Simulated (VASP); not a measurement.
**Sb: single point with PBEsol**

Crystal: Sb.

```
Sb
1.0
     0.00000    2.53038    2.53038
     2.53038    0.00000    2.53038
     2.53038    2.53038    0.00000
Sb
2
Cartesian
  -0.6326 -0.6326 -0.6326
  0.6326 0.6326 0.6326
```

This isn't the form of Sb at room conditions, which is rhombohedral.

```
Program             : VASP 6.6.1
Task                : single point
Functional          : PBEsol
Potentials or basis : VASP PAW PBE potentials, release 64 (Sb)
Cutoff              : 500 eV
k mesh              : 10 × 10 × 10
Occupations         : fermi-dirac, width 0.1 eV
Spin                : no spin polarisation
```

The pressure is 223.4 GPa. The band gap on the k mesh is zero (bands 5 and 6 overlap by 3.72 eV).

Levels at points of the mesh, in eV from the Fermi level:
| k point | band 1 | band 2 | band 3 | band 4 | band 5 | band 6 | band 7 | band 8 | band 9 | band 10 |
| --- | --- | --- | --- | --- | --- | --- | --- | --- | --- | --- |
| (0.00, 0.00, 0.00) | -20.96 | -2.86 | -2.86 | -2.86 | -0.69 | -0.69 | -0.69 | 1.56 | 2.94 | 6.18 |
| (0.50, 0.00, 0.00) | -17.43 | -14.13 | -5.66 | -5.66 | -0.84 | 0.73 | 0.73 | 2.29 | 8.12 | 8.12 |
| (0.50, 0.50, 0.00) | -14.87 | -14.87 | -8.66 | -8.66 | -2.92 | -2.92 | 9.62 | 9.62 | 9.87 | 9.87 |

Run time: 19 s on 1 thread of Intel(R) Xeon(R) 6975P-C (Granite Rapids) (shared host), peak memory 0.15 GiB.

Caveat: the cell stands under pressure; the PAW data sets were made with another functional, which shifts forces and pressure a little; spin-orbit coupling is left out, which moves the levels of the heavy elements.
